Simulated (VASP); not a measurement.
# TiC in VASP: further runs

The runs below take TiC through single point, with PBEsol.

All numbers are computed with VASP 6.6.1; they aren't measurements. Logs are shortened: lines on timing, memory, paths and dates and some standing lists are left out, and cuts for length are marked.

## 1. The cell of the first run

It takes space group Fm-3m (No. 225, cubic). Conventional cell: a = 4.293 Å, b = 4.293 Å, c = 4.293 Å, α = 90.00°, β = 90.00°, γ = 90.00°. Ti (site symmetry m-3m) has 6 C at 2.15 Å within 2.8 Å. C (site symmetry m-3m) has 6 Ti at 2.15 Å within 2.8 Å.

## 2. Single point, PBEsol (all atoms moved at random, sigma 0.02 Å a component, then relaxed in part)

The input, INCAR:

```
SYSTEM = TiC
PREC     = Accurate       ! precision mode
ENCUT    = 520            ! plane-wave cutoff, eV
EDIFF    = 1E-6           ! SCF threshold, eV
ISMEAR   = 0              ! smearing method
SIGMA    = 0.15           ! smearing width, eV
LREAL    = .False.        ! projectors in reciprocal space
LASPH    = .True.         ! aspherical terms in the spheres
NELM     = 60             ! most SCF steps
ALGO     = Normal         ! electronic algorithm
ISIF     = 2              ! what is computed and relaxed
LWAVE    = .False.        ! write WAVECAR
LCHARG   = .False.        ! write CHGCAR
GGA      = PS             ! functional
NBANDS   = 15             ! bands
```

The input, KPOINTS:

```
Automatic mesh
0
Gamma
  14 14 14
  0 0 0
```

The input, POSCAR:

```
TiC
1.0
   -0.0000421758      2.1466213125      2.1466244797
    2.1466210124     -0.0000419830      2.1466242868
    2.1466112100      2.1466113173     -0.0000321806
Ti C
1 1
Direct
    0.0000000426      0.0000000448      0.0000001089
    0.4999999574      0.4999999552      0.4999998911
```

Potentials or basis: VASP PAW PBE potentials, release 64 (Ti_sv, C).

Launch:

```
cat potpaw_PBE.64/Ti_sv/POTCAR potpaw_PBE.64/C/POTCAR > POTCAR
mpirun -np 1 vasp_std > vasp.out
```

OUTCAR:

```text
SYSTEM = TiC
   PREC = Accurate
   ENCUT = 520
   EDIFF = 1E-6
   ISMEAR = 0
   LREAL = .False.
   LASPH = .True.
   NELM = 60
   ISIF = 2
   GGA = PS

 ion  position               nearest neighbor table
   1  0.000  0.000  0.000-   2 2.15   2 2.15   2 2.15   2 2.15   2 2.15   2 2.15
   2  0.500  0.500  0.500-   1 2.15   1 2.15   1 2.15   1 2.15   1 2.15   1 2.15

  LATTYP: Found a trigonal (rhomboedric) cell.
 ALAT       =     3.0357832133
 COS(alpha) =     0.4999811475

  Lattice vectors:

 A1 = (  -0.0000421758,   2.1466213125,   2.1466244797)
 A2 = (   2.1466210124,  -0.0000419830,   2.1466242868)
 A3 = (   2.1466112100,   2.1466113173,  -0.0000321806)

Analysis of symmetry for initial positions (statically):
=====================================================================
 Subroutine PRICEL returns:
 Original cell was already a primitive cell.

 Routine SETGRP: Setting up the symmetry group for a
 trigonal (rhombohedral) supercell.

 Subroutine GETGRP returns: Found 12 space group operations
 (whereof 12 operations were pure point group operations)
 out of a pool of 12 trial point group operations.

The static configuration has the point symmetry D_3d.

Analysis of symmetry for dynamics (positions and initial velocities):
=====================================================================
 Subroutine PRICEL returns:
 Original cell was already a primitive cell.

 Routine SETGRP: Setting up the symmetry group for a
 trigonal (rhombohedral) supercell.

 Subroutine GETGRP returns: Found 12 space group operations
 (whereof 12 operations were pure point group operations)
 out of a pool of 12 trial point group operations.

The dynamic configuration has the point symmetry D_3d.

 Subroutine INISYM returns: Found 12 space group operations
 (whereof 12 operations are pure point group operations),
 and found     1 'primitive' translations

----------------------------------------------------------------------------------------

                                     Primitive cell

  volume of cell :      19.7837

  direct lattice vectors                    reciprocal lattice vectors
    -0.000042176  2.146621313  2.146624480    -0.232917876  0.232921356  0.232922076
     2.146621012 -0.000041983  2.146624287     0.232921388 -0.232917885  0.232922118
     2.146611210  2.146611317 -0.000032181     0.232923516  0.232923525 -0.232918605

  length of vectors
     3.035783213  3.035782865  3.035766762     0.403430029  0.403430077  0.403432534

  position of ions in fractional coordinates (direct lattice)
     0.000000043  0.000000045  0.000000109
     0.499999957  0.499999955  0.499999891

  ion indices of the primitive-cell ions
   primitive index   ion index
[... 88 lines left out ...]
   EFERMI =   0.00;   METHOD = LEGACY
   ISMEAR =     0;   SIGMA  =   0.15  broadening in eV -4-tet -1-fermi 0-gaus
   EFERMI_NEDOS =   21; number of points for ismear=-14 and -15
   IALGO  =     38    algorithm
   IMIX   =      4    mixing-type and parameters
     AMIX     =   0.40;   BMIX     =  1.00
     AMIX_MAG =   1.60;   BMIX_MAG =  1.00
  volume/ion in A,a.u.               =       9.89        66.75
  Fermi-wavevector in a.u.,A,eV,Ry     =   1.525267  2.882337 31.653141  2.326440
  Thomas-Fermi vector in A             =   2.633461
   LORBIT       =      0    0 simple, 1 ext, 2 COOP (PROOUT), +10 PAW based schemes
   GGA     = PS    functional components
   LHFCALC =     F    Hartree Fock is set to
   AEXX    =    0.0000 exact exchange contribution
   IVDW    =     0    specifies the selected vdW correction
   LEPSILON=     F    determine dielectric tensor
   LRPA    =     F    only Hartree local field effects (RPA)
 non-spin polarized calculation
 Gauss-broadening in eV      SIGMA  =   0.15
  energy-cutoff  :      520.00
  volume of cell :       19.78
 maximum number of plane-waves:       544
   NGX = 11   NGY = 11   NGZ = 11

 number of electron      16.0000004 magnetization

 Free energy of the ion-electron system (eV)
  ---------------------------------------------------
  ext. energy  EPLUGINS =         0.00000000
  ---------------------------------------------------
  free energy    TOTEN  =       -19.80358423 eV

  energy without entropy =      -19.80006787  energy(sigma->0) =      -19.80182605

 E-fermi :   9.6044     XC(G=0): -12.9983

 val. band max:        9.5597845527   @ k =   0.0714   0.0714  -0.0000
 cond. band min:       9.6079219718   @ k =   0.3571   0.2857   0.0000
 fundamental gap:      0.0481374191
 Fermi energy:         9.6043736532

 k-point     1 :       0.0000    0.0000    0.0000
  band No.  band energies     occupation
      1     -46.6366      2.00000
      2     -22.7485      2.00000
      3     -22.7485      2.00000
      4     -22.7484      2.00000
      5      -2.8749      2.00000
      6      10.2885      0.00000
      7      10.2885      0.00000
      8      10.2888      0.00000
      9      11.3545      0.00000
     10      11.3546      0.00000
     11      11.3548      0.00000
     12      11.3990      0.00000
     13      11.3990      0.00000
     14      20.4877      0.00000
[... 401 lines left out ...]
      2     -23.0555      2.00000
      3     -22.7950      2.00000
      4     -22.7809      2.00000
      5      -1.3286      2.00000
      6       6.4814      2.00000
      7       7.6003      2.00000
      8       7.9750      2.00000
      9      11.1135      0.00000
     10      11.8232      0.00000
     11      12.8094      0.00000
     12      15.2156      0.00000
     13      16.3526      0.00000
     14      21.0734      0.00000
     15      24.3164      0.00000

 [... further k-points ...]

------------------------ aborting loop because EDIFF is reached ----------------------------------------

  FORCE on cell =-STRESS in cart. coord.  units (eV):
  Direction    XX          YY          ZZ          XY          YZ          ZX
  --------------------------------------------------------------------------------------
  -------------------------------------------------------------------------------------
  Total        0.0336263      0.0336263      0.0336264      0.0003641      0.0003644      0.0003644
  in kB        2.7232206      2.7232209      2.7232292      0.0294874      0.0295127      0.0295122
  external PRESSURE =       2.7232236 kB  Pullay stress =       0.0000000 kB

 VOLUME and BASIS-vectors are now :
 -----------------------------------------------------------------------------
  energy-cutoff  :      520.00
  volume of cell :       19.78
      direct lattice vectors                 reciprocal lattice vectors
    -0.000042176  2.146621313  2.146624480    -0.232917876  0.232921356  0.232922076
     2.146621012 -0.000041983  2.146624287     0.232921388 -0.232917885  0.232922118
     2.146611210  2.146611317 -0.000032181     0.232923516  0.232923525 -0.232918605

 POSITION                                       TOTAL-FORCE (eV/Angst)
 -----------------------------------------------------------------------------------
      0.00000      0.00000      0.00000        -0.000000      0.000000     -0.000000
      2.14659      2.14659      2.14661         0.000000     -0.000000      0.000000
 -----------------------------------------------------------------------------------
    total drift:                               -0.000518     -0.000511     -0.000295

  FREE ENERGIE OF THE ION-ELECTRON SYSTEM (eV)
  ---------------------------------------------------
  free  energy   TOTEN  =       -19.8035842275 eV

  energy  without entropy=      -19.8000678718  energy(sigma->0) =      -19.80182605
```

OSZICAR:

```text
N       E                     dE             d eps       ncg     rms          rms(c)
DAV:   1     0.115982808527E+03    0.11598E+03   -0.79011E+03  8670   0.128E+03
DAV:   2    -0.177559485507E+02   -0.13374E+03   -0.12548E+03  9228   0.336E+02
DAV:   3    -0.249283835359E+02   -0.71724E+01   -0.70642E+01 11089   0.763E+01
DAV:   4    -0.251552564745E+02   -0.22687E+00   -0.22668E+00 10939   0.124E+01
DAV:   5    -0.251604959686E+02   -0.52395E-02   -0.52382E-02 11148   0.167E+00    0.190E+01
DAV:   6    -0.203308700378E+02    0.48296E+01   -0.10972E+01 12313   0.561E+01    0.655E+00
DAV:   7    -0.198397870245E+02    0.49108E+00   -0.18508E+00 10156   0.192E+01    0.518E+00
DAV:   8    -0.198064920112E+02    0.33295E-01   -0.11555E-01  9963   0.418E+00    0.272E+00
DAV:   9    -0.198080594012E+02   -0.15674E-02   -0.72821E-02 11282   0.311E+00    0.931E-01
DAV:  10    -0.198049826520E+02    0.30767E-02   -0.94845E-03 11347   0.146E+00    0.585E-01
DAV:  11    -0.198036145375E+02    0.13681E-02   -0.28104E-03 10061   0.746E-01    0.764E-02
DAV:  12    -0.198035894894E+02    0.25048E-04   -0.24173E-04  9620   0.176E-01    0.335E-02
DAV:  13    -0.198035844596E+02    0.50299E-05   -0.12163E-05 10936   0.327E-02    0.420E-03
DAV:  14    -0.198035842275E+02    0.23207E-06   -0.42033E-07  7029   0.931E-03
   1 F= -.19803584E+02 E0= -.19801826E+02  d E =-.351636E-02
```

stdout:

```text
POSCAR found type information on POSCAR TiC
 POSCAR found :  2 types and       2 ions
 scaLAPACK will be used
 -----------------------------------------------------------------------------
|                                                                             |
|                                                                             |
|     You enforced a specific xc type in the INCAR file but a different       |
[... 26 lines left out ...]
 -----------------------------------------------------------------------------

 LDA part: xc-table for (Slater+PW92), standard interpolation
 POSCAR, INCAR and KPOINTS ok, starting setup
 FFT: planning ... GRIDC
 FFT: planning ... GRID_SOFT
 FFT: planning ... GRID
 WAVECAR not read
 entering main loop
```

Wall time 27 s (1 thread of Intel Xeon 6975P-C (Granite Rapids), shared host); peak memory 0.21 GiB.

What came out:

```yaml
Free_energy: -19.8036 eV
Pressure: 0.3 GPa
Band_gap_on_the_k_mesh: zero (band 8 reaches 10.29 eV, above the bottom of band 9 at 9.21 eV)
```

Caveat: the cell differs from its parent crystal (all atoms moved at random, sigma 0.02 Å a component, then relaxed in part); the PAW data sets were made with another functional, which shifts forces and pressure a little.

(Continued in part 2 of 2.)
